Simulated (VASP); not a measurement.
# Ce (Fm-3m) in VASP: density of states with PBE

Aim: the density of states of Ce with PBE.

All numbers are computed with VASP 6.6.1; they aren't measurements. Logs are shortened: lines on timing, memory, paths and dates and some standing lists are left out, and cuts for length are marked.

## Step 1: The cell of the first run

Symmetry: Fm-3m, No. 225, cubic system. Conventional cell: a = 4.739 Å, b = 4.739 Å, c = 4.739 Å, α = 90.00°, β = 90.00°, γ = 90.00°. Ce (site symmetry m-3m) has 12 Ce at 3.35 Å within 4.4 Å.

## Step 2: Density of states, PBE, non-collinear spin, typed start, spin-orbit coupling

Input file POSCAR:

```
Ce
1.0
    0.0000000000      2.3695178255      2.3695178255
    2.3695178255      0.0000000000      2.3695178255
    2.3695178255      2.3695178255      0.0000000000
Ce
1
Direct
    0.0000000000      0.0000000000      0.0000000000
```

Input file INCAR.step1:

```
SYSTEM = Ce
  PREC = Accurate
  ENCUT = 520
  EDIFF = 1E-6
  ISMEAR = 0
  SIGMA = 0.05
  LREAL = .FALSE.
  LASPH = .TRUE.
  NELM = 150
  ALGO = Normal
  ISIF = 2
  LWAVE = .FALSE.
  LCHARG = .TRUE.
  MAGMOM = 0 0 0.05
  LSORBIT = .TRUE.
  GGA_COMPAT = .FALSE.
  LORBMOM = .TRUE.
  LMAXMIX = 6
  GGA = PE
  NBANDS = 23
```

Input file KPOINTS.step1:

```
Automatic mesh
0
G
  16 16 16
  0 0 0
```

Input file INCAR.step2:

```
SYSTEM = Ce
  PREC = Accurate
  ENCUT = 520
  EDIFF = 1E-6
  ISMEAR = -5
  SIGMA = 0.05
  LREAL = .FALSE.
  LASPH = .TRUE.
  NELM = 150
  ALGO = Normal
  ISIF = 2
  LWAVE = .FALSE.
  LCHARG = .FALSE.
  MAGMOM = 0 0 0.05
  LORBIT = 10
  LSORBIT = .TRUE.
  GGA_COMPAT = .FALSE.
  LORBMOM = .TRUE.
  LMAXMIX = 6
  GGA = PE
  NEDOS = 2001
  ICHARG = 11
```

Input file KPOINTS.step2:

```
Automatic mesh
0
G
  24 24 24
  0 0 0
```

Potentials or basis: VASP PAW PBE potentials, release 64 (Ce).

On the command line:

```
cat potpaw_PBE.64/Ce/POTCAR > POTCAR
cp INCAR.step1 INCAR
cp KPOINTS.step1 KPOINTS
mpirun -np 1 vasp_ncl > vasp.out
cp INCAR.step2 INCAR
cp KPOINTS.step2 KPOINTS
mpirun -np 1 vasp_ncl > vasp.out
```

OUTCAR:

```text
SYSTEM = Ce
   PREC = Accurate
   ENCUT = 520
   EDIFF = 1E-6
   ISMEAR = -5
   LREAL = .FALSE.
   LASPH = .TRUE.
   NELM = 150
   ISIF = 2
   LORBIT = 10
   LSORBIT = .TRUE.
   GGA = PE
   ICHARG = 11

 ion  position               nearest neighbor table
   1  0.000  0.000  0.000-

  LATTYP: Found a face centered cubic cell.
 ALAT       =     4.7390356510

  Lattice vectors:

 A1 = (   0.0000000000,   2.3695178255,   2.3695178255)
 A2 = (   2.3695178255,   0.0000000000,   2.3695178255)
 A3 = (   2.3695178255,   2.3695178255,   0.0000000000)

Analysis of symmetry for initial positions (statically):
=====================================================================
 Subroutine PRICEL returns:
 Original cell was already a primitive cell.

 Routine SETGRP: Setting up the symmetry group for a
 face centered cubic supercell.

 Subroutine GETGRP returns: Found 48 space group operations
 (whereof 48 operations were pure point group operations)
 out of a pool of 48 trial point group operations.

The static configuration has the point symmetry O_h .

Analysis of symmetry for dynamics (positions and initial velocities):
=====================================================================
 Subroutine PRICEL returns:
 Original cell was already a primitive cell.

 Routine SETGRP: Setting up the symmetry group for a
 face centered cubic supercell.

 Subroutine GETGRP returns: Found 48 space group operations
 (whereof 48 operations were pure point group operations)
 out of a pool of 48 trial point group operations.

The dynamic configuration has the point symmetry O_h .

Analysis of structural, dynamic, and magnetic symmetry:
=====================================================================
 Subroutine PRICEL returns:
 Original cell was already a primitive cell.

 Routine SETGRP: Setting up the symmetry group for a
 face centered cubic supercell.

 Subroutine GETGRP returns: Found  8 space group operations
 (whereof  8 operations were pure point group operations)
 out of a pool of 48 trial point group operations.

The overall configuration has the point symmetry C_4h.

 Subroutine INISYM returns: Found  8 space group operations
 (whereof  8 operations are pure point group operations),
 and found     1 'primitive' translations

----------------------------------------------------------------------------------------

                                     Primitive cell

  volume of cell :      26.6079

  direct lattice vectors                    reciprocal lattice vectors
     0.000000000  2.369517826  2.369517826    -0.211013395  0.211013395  0.211013395
     2.369517826  0.000000000  2.369517826     0.211013395 -0.211013395  0.211013395
     2.369517826  2.369517826  0.000000000     0.211013395  0.211013395 -0.211013395

  length of vectors
     3.351004245  3.351004245  3.351004245     0.365485921  0.365485921  0.365485921

  position of ions in fractional coordinates (direct lattice)
     0.000000000  0.000000000  0.000000000

  ion indices of the primitive-cell ions
   primitive index   ion index
                 1           1

----------------------------------------------------------------------------------------

 KPOINTS: Automatic mesh

Automatic generation of k-mesh.
 Grid dimensions read from file:
 generate k-points for:   24   24   24

 Generating k-lattice:

  Cartesian coordinates                     Fractional coordinates (reciprocal lattice)
    -0.008792225  0.008792225  0.008792225     0.041666667  0.000000000  0.000000000
     0.008792225 -0.008792225  0.008792225     0.000000000  0.041666667  0.000000000
     0.008792225  0.008792225 -0.008792225     0.000000000  0.000000000  0.041666667

  Length of vectors
     0.015228580  0.015228580  0.015228580

  Shift w.r.t. Gamma in fractional coordinates (k-lattice)
     0.000000000  0.000000000  0.000000000

 TETIRR: Found  10618 inequivalent tetrahedra from    82944

 Subroutine IBZKPT returns following result:
 ===========================================

 Found   1814 irreducible k-points:

 Following reciprocal coordinates:
            Coordinates               Weight
  0.000000  0.000000  0.000000      1.000000
  0.041667  0.000000  0.000000      8.000000
  0.083333  0.000000  0.000000      8.000000
  0.125000  0.000000  0.000000      8.000000
  0.166667  0.000000  0.000000      8.000000
  0.208333  0.000000  0.000000      8.000000
[... 16 lines left out ...]
  0.000000  0.166667  0.041667      8.000000
  0.000000  0.041667  0.166667      8.000000
 [... further k-points ...]
   k-points           NKPTS =   1814   k-points in BZ     NKDIM =   1814   number of bands    NBANDS=     20
   number of dos      NEDOS =   2001   number of ions     NIONS =      1
   total plane-waves  NPLWV =  21952
   dimension x,y,z NGX =    28 NGY =   28 NGZ =   28
   dimension x,y,z NGXF=    56 NGYF=   56 NGZF=   56
   ions per type =               1
   NGX,Y,Z   is equivalent  to a cutoff of  13.89, 13.89, 13.89 a.u.
   NGXF,Y,Z  is equivalent  to a cutoff of  27.78, 27.78, 27.78 a.u.
 SYSTEM =  Ce
   PREC   = accura    normal or accurate (medium, high low for compatibility)
   ISTART =      0    job   : 0-new  1-cont  2-samecut
   ICHARG =     11    charge: 1-file 2-atom 10-const
   ISPIN  =      1    spin polarized calculation?
   LNONCOLLINEAR =      T non collinear calculations
   LSORBIT =      T    spin-orbit coupling
   LASPH  =      T    aspherical Exc in radial PAW
   ENCUT  =  520.0 eV  38.22 Ry    6.18 a.u.   6.23  6.23  6.23*2*pi/ulx,y,z
   NELM   =    150;   NELMIN=  2; NELMDL=  0     # of ELM steps
   EDIFF  = 0.1E-05   stopping-criterion for ELM
   LREAL  =      F    real-space projection
   EDIFFG = 0.1E-04   stopping-criterion for IOM
   NSW    =      0    number of steps for IOM
   IBRION =     -1    ionic relax: 0-MD 1-quasi-New 2-CG
   NFREE  =      0    steps in history (QN), initial steepest desc. (CG)
   ISIF   =      2    stress and relaxation
   ISYM   =      2    0-nonsym 1-usesym 2-fastsym
   POTIM  = 0.5000    time-step for ionic-motion
   TEBEG  =    0.0;   TEEND  =   0.0 temperature during run
   PSTRESS=    0.0 pullay stress
   NELECT =      12.0000    total number of electrons
   NUPDOWN=      -1.0000    fix difference up-down
   EMIN   =  10.00;   EMAX   =-10.00  energy-range for DOS
   EFERMI =   0.00;   METHOD = LEGACY
   ISMEAR =    -5;   SIGMA  =   0.05  broadening in eV -4-tet -1-fermi 0-gaus
   EFERMI_NEDOS =   21; number of points for ismear=-14 and -15
   IALGO  =     38    algorithm
   IMIX   =      4    mixing-type and parameters
     AMIX     =   0.40;   BMIX     =  1.00
     AMIX_MAG =   1.60;   BMIX_MAG =  1.00
  volume/ion in A,a.u.               =      26.61       179.56
  Fermi-wavevector in a.u.,A,eV,Ry     =   1.255448  2.372452 21.444806  1.576149
  Thomas-Fermi vector in A             =   2.389204
   LORBIT       =     10    0 simple, 1 ext, 2 COOP (PROOUT), +10 PAW based schemes
   GGA     = PE    functional components
   LHFCALC =     F    Hartree Fock is set to
   AEXX    =    0.0000 exact exchange contribution
   IVDW    =     0    specifies the selected vdW correction
   LEPSILON=     F    determine dielectric tensor
   LRPA    =     F    only Hartree local field effects (RPA)
 Fermi weights with tetrahedron method with Bloechl corrections
  energy-cutoff  :      520.00
  volume of cell :       26.61
 maximum number of plane-waves:      1456
 NGX is ok and might be reduce to    28

 number of electron      12.0000000 magnetization      -0.0000000      0.0000000      0.0241851

 Free energy of the ion-electron system (eV)
  ---------------------------------------------------
  ext. energy  EPLUGINS =         0.00000000
  ---------------------------------------------------
  free energy    TOTEN  =        -6.28928092 eV

  energy without entropy =       -6.28928092  energy(sigma->0) =       -6.28928092

 E-fermi :   9.3695     XC(G=0): -11.2651

 val. band max:        9.3926827740   @ k =  -0.2500   0.4167   0.1667
 cond. band min:       9.3579909366   @ k =   0.0417  -0.2083   0.2500
 fundamental gap:     -0.0346918374
 Fermi energy:         9.3695195594

 k-point     1 :       0.0000    0.0000    0.0000
  band No.  band energies     occupation
      1     -25.3972      1.00000
      2     -25.3862      1.00000
      3      -8.5406      1.00000
      4      -8.5380      1.00000
      5      -5.6833      1.00000
      6      -5.6811      1.00000
[... 12 lines left out ...]
     19      10.4914      0.00000
     20      10.4959      0.00000

 k-point     2 :       0.0417    0.0000    0.0000
  band No.  band energies     occupation
      1     -25.3890      1.00000
      2     -25.3779      1.00000
      3      -8.5596      1.00000
      4      -8.5569      1.00000
      5      -5.7284      1.00000
      6      -5.7248      1.00000
[... 12 lines left out ...]
     19      10.4496      0.00000
     20      10.4689      0.00000
[... 465 lines left out ...]
      3      -8.8102      1.00000
      4      -8.8073      1.00000
      5      -6.2225      1.00000
      6      -6.2196      1.00000
[... 12 lines left out ...]
     19      10.1536      0.00000
     20      10.1650      0.00000

 k-point    24 :       0.0000    0.0417    0.1667
  band No.  band energies     occupation
      1     -25.2861      1.00000
      2     -25.2750      1.00000
      3      -8.8102      1.00000
      4      -8.8073      1.00000
      5      -6.2225      1.00000
      6      -6.2196      1.00000
[... 12 lines left out ...]
     19      10.1606      0.00000
     20      10.1810      0.00000

 [... further k-points ...]

------------------------ aborting loop because EDIFF is reached ----------------------------------------

  FORCE on cell =-STRESS in cart. coord.  units (eV):
  Direction    XX          YY          ZZ          XY          YZ          ZX
  --------------------------------------------------------------------------------------
  -------------------------------------------------------------------------------------
  Total       -0.2722491     -0.2722491     -0.2724305     -0.0000001      0.0000000     -0.0000000
  in kB      -16.3933265    -16.3933265    -16.4042491     -0.0000035      0.0000000     -0.0000000
  external PRESSURE =     -16.3969674 kB  Pullay stress =       0.0000000 kB

 VOLUME and BASIS-vectors are now :
 -----------------------------------------------------------------------------
  energy-cutoff  :      520.00
  volume of cell :       26.61
      direct lattice vectors                 reciprocal lattice vectors
     0.000000000  2.369517826  2.369517826    -0.211013395  0.211013395  0.211013395
     2.369517826  0.000000000  2.369517826     0.211013395 -0.211013395  0.211013395
     2.369517826  2.369517826  0.000000000     0.211013395  0.211013395 -0.211013395

 POSITION                                       TOTAL-FORCE (eV/Angst)
 -----------------------------------------------------------------------------------
      0.00000      0.00000      0.00000        -0.000000      0.000000      0.000000
 -----------------------------------------------------------------------------------
    total drift:                               -0.000000     -0.000000     -0.000000

  FREE ENERGIE OF THE ION-ELECTRON SYSTEM (eV)
  ---------------------------------------------------
  free  energy   TOTEN  =        -6.2892809170 eV

  energy  without entropy=       -6.2892809170  energy(sigma->0) =       -6.28928092

 orbital moment (x)

 # of ion     p       d       f       tot
 ------------------------------------------------
  1         0.000   0.000  -0.000  -0.000
 ------------------------------------------------
            0.000   0.000  -0.000  -0.000

 orbital moment (y)

 # of ion     p       d       f       tot
 ------------------------------------------------
  1         0.000  -0.000   0.000   0.000
 ------------------------------------------------
            0.000  -0.000   0.000   0.000

 orbital moment (z)

 # of ion     p       d       f       tot
 ------------------------------------------------
  1         0.000   0.000  -0.008  -0.008
 ------------------------------------------------
            0.000   0.000  -0.008  -0.008

 Spin-Orbit-Coupling matrix elements

 Ion:    1  E_soc:     -0.7219001
 l=   1
     0.0000000    -0.1128634    -0.1128630
    -0.1128634     0.0000000    -0.1128634
    -0.1128630    -0.1128634     0.0000000
 l=   2
     0.0000000    -0.0000493     0.0000000    -0.0000493    -0.0010243
    -0.0000493     0.0000000    -0.0007681    -0.0000494    -0.0002560
     0.0000000    -0.0007681     0.0000000    -0.0007681     0.0000000
    -0.0000493    -0.0000494    -0.0007681     0.0000000    -0.0002560
    -0.0010243    -0.0002560     0.0000000    -0.0002560     0.0000000
 l=   3
     0.0000000    -0.0007460     0.0000000     0.0000000     0.0000000    -0.0006602    -0.0040672
    -0.0007460     0.0000000    -0.0012435     0.0000000    -0.0012435    -0.0019902    -0.0007460
     0.0000000    -0.0012435     0.0000000    -0.0028667    -0.0003238    -0.0008628     0.0000000
     0.0000000     0.0000000    -0.0028667     0.0000000    -0.0028667     0.0000000     0.0000000
     0.0000000    -0.0012435    -0.0003238    -0.0028667     0.0000000    -0.0008628     0.0000000
    -0.0006602    -0.0019902    -0.0008628     0.0000000    -0.0008628     0.0000000    -0.0006602
    -0.0040672    -0.0007460     0.0000000     0.0000000     0.0000000    -0.0006602     0.0000000

 total charge

# of ion       s       p       d       f       tot
--------------------------------------------------
    1        2.088   5.562   1.245   1.020   9.916

 magnetization (x)

# of ion       s       p       d       f       tot
--------------------------------------------------
    1        0.000   0.000   0.000   0.000   0.000

 magnetization (y)

# of ion       s       p       d       f       tot
--------------------------------------------------
    1        0.000   0.000   0.000   0.000   0.000

 magnetization (z)

# of ion       s       p       d       f       tot
--------------------------------------------------
    1        0.000  -0.000  -0.000   0.018   0.017
```

It took 79 min on 1 thread of Intel Xeon Platinum 8259CL at 2.50GHz (Skylake/Cascade Lake), shared host; peak memory 1.4 GiB.

Results:

```yaml
Net_moment: 0.02 μB per cell
Valence_electrons_inside_the_program's_atomic_spheres: Ce 9.92
```

Moments on the atoms (μB; x, y, z):
```
Ce  0.00 0.00 0.02
```

Caveat: the magnetic or orbital state may not be the lowest. The state reached can hang on the start; a lower one may exist.
